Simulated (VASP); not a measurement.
A run of VASP 6.6.1 is set up as follows.

INCAR

```
SYSTEM = Zn2Si3N3
PREC     = Accurate       ! precision mode
ENCUT    = 520            ! plane-wave cutoff, eV
EDIFF    = 1E-6           ! SCF threshold, eV
ISMEAR   = 0              ! smearing method
SIGMA    = 0.2            ! smearing width, eV
LREAL    = Auto         
LASPH    = .TRUE.         ! aspherical terms in the spheres
NELM     = 60             ! most SCF steps
ALGO     = Normal         ! electronic algorithm
ISIF     = 2              ! what is computed and relaxed
LWAVE    = .FALSE.        ! write WAVECAR
LCHARG   = .TRUE.         ! write CHGCAR
GGA      = PE             ! functional
LELF     = .TRUE.         ! ELF
LVHAR    = .TRUE.       
NBANDS   = 65             ! bands
```

KPOINTS

```
regular mesh
0
G
  6 6 1
  0 0 0
```

The input POSCAR:

```
Zn2Si3N3
1.0
    2.8770041820      0.0000000000      0.0000000000
   -1.4385020910      2.4915587084      0.0000000000
    0.0000000000      0.0000000000     33.2371290072
Zn Si N
4 6 6
Direct
    0.6666666667      0.3333333333      0.6038293758
    0.3333333333      0.6666666667      0.3961706242
    0.6666666667      0.3333333333      0.4671585381
    0.3333333333      0.6666666667      0.5328414619
    0.0000000000      0.0000000000      0.0359836816
    0.0000000000      0.0000000000      0.9640163184
    0.6666666667      0.3333333333      0.8164335743
    0.6666666667      0.3333333333      0.7435330847
    0.3333333333      0.6666666667      0.1835664257
    0.3333333333      0.6666666667      0.2564669153
    0.3333333333      0.6666666667      0.0530255537
    0.6666666667      0.3333333333      0.9469744463
    0.0000000000      0.0000000000      0.8334691493
    0.0000000000      0.0000000000      0.7263368075
    0.0000000000      0.0000000000      0.1665308507
    0.0000000000      0.0000000000      0.2736631925
```

Potentials or basis: VASP PAW PBE potentials, release 64 (Zn, Si, N).

Launch:

```bash
$ cat potpaw_PBE.64/Zn/POTCAR potpaw_PBE.64/Si/POTCAR potpaw_PBE.64/N/POTCAR > POTCAR
$ mpirun -np 1 vasp_std > vasp.out
```

Task: What does it give for the pressure?

Result: 0.4 GPa.

Task: Estimate the band gap on the k mesh.

Result: Zero (bands 51 and 52 overlap by 1.65 eV).

Task: Estimate the largest force.

Result: 0.072 eV/Å.

Forces in eV/Å, atoms in the order of the input:
```
Zn   0.000  0.000 -0.038
Zn   0.000  0.000  0.038
Zn   0.000  0.000  0.052
Zn   0.000  0.000 -0.052
Si   0.000  0.000  0.072
Si   0.000  0.000 -0.072
Si   0.000  0.000  0.066
Si   0.000  0.000 -0.030
Si   0.000  0.000 -0.066
Si   0.000  0.000  0.030
N    0.000  0.000  0.003
N    0.000  0.000 -0.003
N    0.000  0.000 -0.023
N    0.000  0.000 -0.008
N    0.000  0.000  0.023
N    0.000  0.000  0.008
```

Caveat: the k points lie up to 0.42 Å⁻¹ apart, too coarse for converged energies and pressures of a metal.
